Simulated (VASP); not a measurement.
The system is Ni.

```
CELL_PARAMETERS angstrom
0.00000 2.45346 2.45346
2.45346 0.00000 2.45346
2.45346 2.45346 0.00000
ATOMIC_POSITIONS crystal
Ni 0.12500 0.12500 0.12500
Ni 0.87500 0.87500 0.87500
```

This isn't the form of Ni at room conditions, which is fcc.

| Property | Result |
| --- | --- |
| Program | VASP 6.6.1 |
| Task | relaxation of cell and atoms |
| Functional | BLYP |
| Potentials or basis | VASP PAW PBE potentials, release 64 (Ni) |
| Cutoff | 600 eV |
| k mesh | 11 × 11 × 11 |
| Occupations | fermi-dirac, width 0.1 eV |
| Spin | no spin polarisation |

At the start: pressure 18.9 GPa; volume 14.77 Å³/atom.

Q: How do energy, volume and symmetry change on relaxing?

A: Over 5 steps the energy falls by 135.7 meV/atom and the volume is 17.46 Å³/atom (+18.2 %); space group Fd-3m (No. 227, to 0.1 Å) before and after.

The path:
```
step  energy change (eV)  largest force (eV/Å)  pressure (GPa)  volume (Å³)
   1              0.0000                0.0000           18.92        29.54
   2             -0.2286                0.0000           -4.71        37.64
   3             -0.2713                0.0000            0.10        34.89
   4             -0.2713                0.0000           -0.15        35.00
   5             -0.2713                0.0000            0.02        34.92
```

Final structure:
```
Ni
1.0
     0.00000    2.59430    2.59430
     2.59430    0.00000    2.59430
     2.59430    2.59430    0.00000
Ni
2
Direct
  0.12500 0.12500 0.12500
  0.87500 0.87500 0.87500
```

Caveat: the volume moved by over 15 % at a fixed basis, so the end points are rough; the PAW data sets were made with another functional, which shifts forces and pressure a little; the run has no spin polarisation, though such a crystal can be magnetic.
